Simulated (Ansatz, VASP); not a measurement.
# C in VASP and in Ansatz

```xyz
2
Lattice="0.0000 1.7769 1.7769 1.7769 0.0000 1.7769 1.7769 1.7769 0.0000" Properties=species:S:1:pos:R:3 pbc="T T T"
C    -0.4442   -0.4442   -0.4442
C     0.4442    0.4442    0.4442
```

Alike in both runs: functional PBEsol; k mesh 16 × 16 × 16; occupations fermi-dirac, width 0.02 eV; no spin polarisation.

Ansatz relaxed the structure, and its values are those at the end. VASP's run is a single point on that final structure, the one shown.

|  | VASP | Ansatz |
| --- | --- | --- |
| version | VASP 6.6.1 | Ansatz 0.2.0 |
| potentials or method | VASP PAW PBE potentials, release 64 (C_h) | PAW with Ansatz's default frozen-core files, scalar-relativistic |
| plane-wave cutoff (eV) | 1300 | 420 |
| valence electrons in the cell | 8 | 8 |

|  | VASP | Ansatz | Ansatz less VASP |
| --- | --- | --- | --- |
| pressure (GPa) | 0.1 | 0.0 | -0.13 |

VASP's potentials were made for PBE, not for PBEsol.
